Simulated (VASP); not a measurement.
# MgB2 (P6/mmm) in VASP: settings compared

Aim: see how the results for MgB2 move with the level of theory and the settings. Levels: r2SCAN+rVV10, r2SCAN, RPBE+D4, PBE+D3(BJ). Tasks: single point, relaxation of shape and atoms at fixed volume.

All numbers are computed with VASP 6.6.1; they aren't measurements. Logs are shortened: lines on timing, memory, paths and dates and some standing lists are left out, and cuts for length are marked.

## 1. The cell of the first run

It takes space group P6/mmm (No. 191, hexagonal). Conventional cell: a = 3.094 Å, b = 3.094 Å, c = 3.511 Å, α = 90.00°, β = 90.00°, γ = 120.00°. Within 3.3 Å of Mg (site symmetry 6/mmm) lie 12 B at 2.50 Å and 6 Mg at 3.09 Å. B (site symmetry -6m2) has 3 B at 1.79 Å within 2.4 Å.

## 2. Single point, r2SCAN+rVV10 (9.70 Å³/atom)

File POSCAR:

```
MgB2
1.0
    3.0935033252      0.0000000000      0.0000000000
   -1.5467516626      2.6790524663      0.0000000000
    0.0000000000      0.0000000000      3.5105801483
Mg B
1 2
Direct
    0.0000000000      0.0000000000      0.0000000000
    0.3333333333      0.6666666667      0.5000000000
    0.6666666667      0.3333333333      0.5000000000
```

File INCAR.step1:

```
SYSTEM = MgB2
PREC = Accurate
ENCUT = 520
ISMEAR = 0
SIGMA = 0.05
LREAL = .False.
LASPH = .True.
NELM = 60
NBANDS = 11
GGA = PE
ALGO = Normal
EDIFF = 1E-4
LWAVE = .True.
LCHARG = .False.
```

File INCAR.step2:

```
SYSTEM = MgB2
PREC = Accurate
ENCUT = 520
EDIFF = 1E-6
ISMEAR = 0
SIGMA = 0.05
LREAL = .False.
LASPH = .True.
NELM = 60
ALGO = Normal
ISIF = 2
LWAVE = .False.
LCHARG = .False.
METAGGA = R2SCAN
LMIXTAU = .True.
LUSE_VDW = .True.
IVDW_NL = 2
BPARAM = 11.95
CPARAM = 0.0093
NBANDS = 11
ISTART = 1
```

File KPOINTS:

```
regular mesh
0
Gamma
  8 8 6
  0 0 0
```

Potentials or basis: VASP PAW PBE potentials, release 64 (Mg, B).

Launch:

```console
$ cat potpaw_PBE.64/Mg/POTCAR potpaw_PBE.64/B/POTCAR > POTCAR
$ cp INCAR.step1 INCAR
$ mpirun -np 1 vasp_std > vasp.out
$ cp INCAR.step2 INCAR
$ mpirun -np 1 vasp_std > vasp.out
```

OUTCAR:

```text
SYSTEM = MgB2
   PREC = Accurate
   ENCUT = 520
   EDIFF = 1E-6
   ISMEAR = 0
   LREAL = .False.
   LASPH = .True.
   NELM = 60
   ISIF = 2
   METAGGA = R2SCAN
   IVDW_NL = 2
   BPARAM = 11.95
   ISTART = 1

 ion  position               nearest neighbor table
   1  0.000  0.000  0.000-   2 2.50   3 2.50   2 2.50   3 2.50   2 2.50   2 2.50   3 2.50   3 2.50
                             3 2.50   3 2.50   2 2.50   2 2.50
   2  0.333  0.667  0.500-   3 1.79   3 1.79   3 1.79   1 2.50   1 2.50   1 2.50   1 2.50   1 2.50
                             1 2.50
   3  0.667  0.333  0.500-   2 1.79   2 1.79   2 1.79   1 2.50   1 2.50   1 2.50   1 2.50   1 2.50
                             1 2.50

  LATTYP: Found a hexagonal cell.
 ALAT       =     3.0935033252
 C/A-ratio  =     1.1348234604

  Lattice vectors:

 A1 = (   3.0935033252,   0.0000000000,   0.0000000000)
 A2 = (  -1.5467516626,   2.6790524663,   0.0000000000)
 A3 = (   0.0000000000,   0.0000000000,   3.5105801483)

Analysis of symmetry for initial positions (statically):
=====================================================================
 Subroutine PRICEL returns:
 Original cell was already a primitive cell.

 Routine SETGRP: Setting up the symmetry group for a
 hexagonal supercell.

 Subroutine GETGRP returns: Found 24 space group operations
 (whereof 24 operations were pure point group operations)
 out of a pool of 24 trial point group operations.

The static configuration has the point symmetry D_6h.

Analysis of symmetry for dynamics (positions and initial velocities):
=====================================================================
 Subroutine PRICEL returns:
 Original cell was already a primitive cell.

 Routine SETGRP: Setting up the symmetry group for a
 hexagonal supercell.

 Subroutine GETGRP returns: Found 24 space group operations
 (whereof 24 operations were pure point group operations)
 out of a pool of 24 trial point group operations.

The dynamic configuration has the point symmetry D_6h.

 Subroutine INISYM returns: Found 24 space group operations
 (whereof 24 operations are pure point group operations),
 and found     1 'primitive' translations

----------------------------------------------------------------------------------------

                                     Primitive cell

  volume of cell :      29.0945

  direct lattice vectors                    reciprocal lattice vectors
     3.093503325  0.000000000  0.000000000     0.323258098  0.186633150  0.000000000
    -1.546751663  2.679052466  0.000000000     0.000000000  0.373266299  0.000000000
     0.000000000  0.000000000  3.510580148     0.000000000  0.000000000  0.284853203

  length of vectors
     3.093503325  3.093503325  3.510580148     0.373266299  0.373266299  0.284853203

  position of ions in fractional coordinates (direct lattice)
     0.000000000  0.000000000  0.000000000
     0.333333333  0.666666667  0.500000000
     0.666666667  0.333333333  0.500000000

  ion indices of the primitive-cell ions
   primitive index   ion index
                 1           1
                 2           2
                 3           3

----------------------------------------------------------------------------------------

 KPOINTS: regular mesh

Automatic generation of k-mesh.
 Grid dimensions read from file:
 generate k-points for:    8    8    6

 Generating k-lattice:

  Cartesian coordinates                     Fractional coordinates (reciprocal lattice)
     0.040407262  0.023329144  0.000000000     0.125000000  0.000000000  0.000000000
     0.000000000  0.046658287  0.000000000     0.000000000  0.125000000  0.000000000
     0.000000000  0.000000000  0.047475534     0.000000000  0.000000000  0.166666667

  Length of vectors
     0.046658287  0.046658287  0.047475534

  Shift w.r.t. Gamma in fractional coordinates (k-lattice)
     0.000000000  0.000000000  0.000000000

 Subroutine IBZKPT returns following result:
 ===========================================

 Found     40 irreducible k-points:

 Following reciprocal coordinates:
            Coordinates               Weight
  0.000000  0.000000  0.000000      1.000000
  0.125000 -0.000000  0.000000      6.000000
  0.250000 -0.000000  0.000000      6.000000
  0.375000  0.000000  0.000000      6.000000
  0.500000 -0.000000  0.000000      3.000000
  0.125000  0.125000  0.000000      6.000000
[... 16 lines left out ...]
  0.250000 -0.000000  0.333333     12.000000
  0.375000  0.000000  0.333333     12.000000
 [... further k-points ...]
   k-points           NKPTS =     40   k-points in BZ     NKDIM =     40   number of bands    NBANDS=     11
   number of dos      NEDOS =    301   number of ions     NIONS =      3
   total plane-waves  NPLWV =  16128
   dimension x,y,z NGX =    24 NGY =   24 NGZ =   28
   dimension x,y,z NGXF=    48 NGYF=   48 NGZF=   56
   ions per type =               1   2
   NGX,Y,Z   is equivalent  to a cutoff of  12.90, 12.90, 13.26 a.u.
   NGXF,Y,Z  is equivalent  to a cutoff of  25.80, 25.80, 26.52 a.u.
 SYSTEM =  MgB2
   PREC   = accura    normal or accurate (medium, high low for compatibility)
   ISTART =      1    job   : 0-new  1-cont  2-samecut
   ICHARG =      0    charge: 1-file 2-atom 10-const
   ISPIN  =      1    spin polarized calculation?
   LNONCOLLINEAR =      F non collinear calculations
   LSORBIT =      F    spin-orbit coupling
   LASPH  =      T    aspherical Exc in radial PAW
   ENCUT  =  520.0 eV  38.22 Ry    6.18 a.u.   5.75  5.75  6.53*2*pi/ulx,y,z
   NELM   =     60;   NELMIN=  2; NELMDL=  0     # of ELM steps
   EDIFF  = 0.1E-05   stopping-criterion for ELM
   LREAL  =      F    real-space projection
   EDIFFG = 0.1E-04   stopping-criterion for IOM
   NSW    =      0    number of steps for IOM
   IBRION =     -1    ionic relax: 0-MD 1-quasi-New 2-CG
   NFREE  =      0    steps in history (QN), initial steepest desc. (CG)
   ISIF   =      2    stress and relaxation
   ISYM   =      2    0-nonsym 1-usesym 2-fastsym
   POTIM  = 0.5000    time-step for ionic-motion
   TEBEG  =    0.0;   TEEND  =   0.0 temperature during run
   PSTRESS=    0.0 pullay stress
   NELECT =       8.0000    total number of electrons
   NUPDOWN=      -1.0000    fix difference up-down
   EMIN   =  10.00;   EMAX   =-10.00  energy-range for DOS
   EFERMI =   0.00;   METHOD = LEGACY
   ISMEAR =     0;   SIGMA  =   0.05  broadening in eV -4-tet -1-fermi 0-gaus
   EFERMI_NEDOS =   21; number of points for ismear=-14 and -15
   IALGO  =     38    algorithm
   IMIX   =      4    mixing-type and parameters
     AMIX     =   0.40;   BMIX     =  1.00
     AMIX_MAG =   1.60;   BMIX_MAG =  1.00
  volume/ion in A,a.u.               =       9.70        65.45
  Fermi-wavevector in a.u.,A,eV,Ry     =   1.064555  2.011716 15.419162  1.133276
  Thomas-Fermi vector in A             =   2.200077
   LORBIT       =      0    0 simple, 1 ext, 2 COOP (PROOUT), +10 PAW based schemes
   METAGGA = R2SCAN    functional components
   LHFCALC =     F    Hartree Fock is set to
   AEXX    =    0.0000 exact exchange contribution
   IVDW_NL    =     2    kernel type
   BPARAM     =11.9500
   IVDW    =     0    specifies the selected vdW correction
   LEPSILON=     F    determine dielectric tensor
   LRPA    =     F    only Hartree local field effects (RPA)
 non-spin polarized calculation
 Gauss-broadening in eV      SIGMA  =   0.05
  energy-cutoff  :      520.00
  volume of cell :       29.09
 maximum number of plane-waves:       806
 NGX is ok and might be reduce to    24
   NGX = 11   NGY = 11   NGZ = 13

 number of electron       8.0000000 magnetization

 Free energy of the ion-electron system (eV)
  ---------------------------------------------------
  ext. energy  EPLUGINS =         0.00000000
  ---------------------------------------------------
  free energy    TOTEN  =       -19.23643708 eV

  energy without entropy =      -19.23481435  energy(sigma->0) =      -19.23562572

 E-fermi :   5.3142     XC(G=0): -11.5382

 val. band max:        5.2895547476   @ k =   0.1250  -0.0000   0.3333
 cond. band min:       5.3438721108   @ k =   0.2500   0.2500   0.0000
 fundamental gap:      0.0543173632
 Fermi energy:         5.3142140489

 k-point     1 :       0.0000    0.0000    0.0000
  band No.  band energies     occupation
      1      -7.9392      2.00000
      2       2.2138      2.00000
      3       5.6261      0.00000
      4       5.6261      0.00000
      5       7.2900      0.00000
      6      11.8073      0.00000
      7      11.8073      0.00000
      8      13.6091      0.00000
      9      16.0209      0.00000
     10      18.9500      0.00000
     11      22.4855      0.00000

 k-point     2 :       0.1250   -0.0000    0.0000
  band No.  band energies     occupation
      1      -7.6546      2.00000
      2       2.4917      2.00000
      3       4.2555      2.00000
      4       5.0086      2.00000
      5       7.5370      0.00000
      6      11.6046      0.00000
      7      13.0056      0.00000
      8      14.3226      0.00000
      9      14.9781      0.00000
     10      20.2354      0.00000
     11      21.3209      0.00000

 k-point     3 :       0.2500   -0.0000    0.0000
  band No.  band energies     occupation
      1      -6.8085      2.00000
      2       1.6120      2.00000
      3       3.3090      2.00000
      4       3.9601      2.00000
      5       8.2547      0.00000
      6      10.9091      0.00000
      7      12.5827      0.00000
      8      15.1779      0.00000
      9      15.7347      0.00000
     10      20.1842      0.00000
     11      20.3227      0.00000

 k-point     4 :       0.3750    0.0000    0.0000
  band No.  band energies     occupation
      1      -5.4311      2.00000
      2      -1.0558      2.00000
      3       3.1995      2.00000
      4       4.5645      2.00000
      5       9.0909      0.00000
      6      10.0258      0.00000
      7      10.6287      0.00000
      8      14.1848      0.00000
      9      18.8793      0.00000
     10      19.1377      0.00000
     11      20.3929      0.00000

 k-point     5 :       0.5000   -0.0000    0.0000
  band No.  band energies     occupation
      1      -3.9241      2.00000
      2      -3.0157      2.00000
      3       2.9320      2.00000
      4       5.5202      0.00000
      5       8.5912      0.00000
      6       9.3136      0.00000
      7      11.0724      0.00000
      8      13.1445      0.00000
      9      18.8099      0.00000
     10      19.9296      0.00000
     11      20.0503      0.00000
[... 211 lines left out ...]
 k-point    21 :       0.0000    0.0000    0.3333
  band No.  band energies     occupation
      1      -7.0753      2.00000
      2      -1.4854      2.00000
      3       5.9280      0.00000
      4       5.9281      0.00000
      5      12.0518      0.00000
      6      12.0518      0.00000
      7      13.4311      0.00000
      8      13.7122      0.00000
      9      15.6473      0.00000
     10      18.6088      0.00000
     11      18.6088      0.00000

 k-point    22 :       0.1250   -0.0000    0.3333
  band No.  band energies     occupation
      1      -6.8041      2.00000
      2      -1.1773      2.00000
      3       4.6386      2.00000
      4       5.2896      1.51449
      5      11.8135      0.00000
      6      12.3723      0.00000
      7      13.2759      0.00000
      8      13.8023      0.00000
      9      16.0334      0.00000
     10      17.6360      0.00000
     11      18.4565      0.00000

 k-point    23 :       0.2500   -0.0000    0.3333
  band No.  band energies     occupation
      1      -5.9964      2.00000
      2      -0.2717      2.00000
      3       2.1104      2.00000
      4       4.2141      2.00000
      5       9.3022      0.00000
      6      11.4638      0.00000
      7      14.5540      0.00000
      8      16.0166      0.00000
      9      16.4542      0.00000
     10      17.1291      0.00000
     11      17.8040      0.00000

 k-point    24 :       0.3750    0.0000    0.3333
  band No.  band energies     occupation
      1      -4.6779      2.00000
      2      -0.4720      2.00000
      3       1.1548      2.00000
      4       3.4369      2.00000
      5       6.4940      0.00000
      6      10.9682      0.00000
      7      15.4273      0.00000
      8      15.6085      0.00000
      9      16.3720      0.00000
     10      19.1708      0.00000
     11      19.4445      0.00000

 [... further k-points ...]

------------------------ aborting loop because EDIFF is reached ----------------------------------------

  FORCE on cell =-STRESS in cart. coord.  units (eV):
  Direction    XX          YY          ZZ          XY          YZ          ZX
  --------------------------------------------------------------------------------------
  -------------------------------------------------------------------------------------
  Total       -0.5929365     -0.5929365     -0.6446930      0.0000000     -0.0000000      0.0000000
  in kB      -32.6518731    -32.6518731    -35.5020023      0.0000000     -0.0000000      0.0000000
  external PRESSURE =     -33.6019162 kB  Pullay stress =       0.0000000 kB

 VOLUME and BASIS-vectors are now :
 -----------------------------------------------------------------------------
  energy-cutoff  :      520.00
  volume of cell :       29.09
      direct lattice vectors                 reciprocal lattice vectors
     3.093503325  0.000000000  0.000000000     0.323258098  0.186633150  0.000000000
    -1.546751663  2.679052466  0.000000000     0.000000000  0.373266299  0.000000000
     0.000000000  0.000000000  3.510580148     0.000000000  0.000000000  0.284853203

 POSITION                                       TOTAL-FORCE (eV/Angst)
 -----------------------------------------------------------------------------------
      0.00000      0.00000      0.00000        -0.000000      0.000000      0.000000
     -0.00000      1.78603      1.75529        -0.000000     -0.000000      0.000000
      1.54675      0.89302      1.75529         0.000000      0.000000     -0.000000
 -----------------------------------------------------------------------------------
    total drift:                                0.000000     -0.000000      0.000000

  FREE ENERGIE OF THE ION-ELECTRON SYSTEM (eV)
  ---------------------------------------------------
  free  energy   TOTEN  =       -19.2364370775 eV

  energy  without entropy=      -19.2348143546  energy(sigma->0) =      -19.23562572
```

It took 2 min on 1 thread of Intel Xeon 8259CL, shared host; peak memory 0.23 GiB.

Results:

| Item | Value |
| --- | --- |
| Free energy | -19.2364 eV |
| Pressure | -3.4 GPa |
| Band gap on the k mesh | zero (bands 4 and 5 overlap by 2.71 eV) |

Stress tensor (GPa, compression positive):
```
-3.27  0.00  0.00
 0.00 -3.27  0.00
 0.00  0.00 -3.55
```

Levels at points of the mesh, in eV from the Fermi level:
```csv
k point,band 2,band 3,band 4,band 5,band 6,band 7
"(0.00, 0.00, 0.00)",-3.10,0.31,0.31,1.98,6.49,6.49
"(0.50, 0.00, 0.00)",-8.33,-2.38,0.21,3.28,4.00,5.76
"(0.00, 0.00, 0.50)",-7.79,0.72,0.72,6.83,6.83,8.44
"(0.50, 0.00, 0.50)",-7.39,-3.82,-2.07,-1.31,5.91,9.37
```

Caveat: the cell stands under tension; the PAW data sets were made with another functional, which shifts forces and pressure a little.

[end of part 1 of 2]
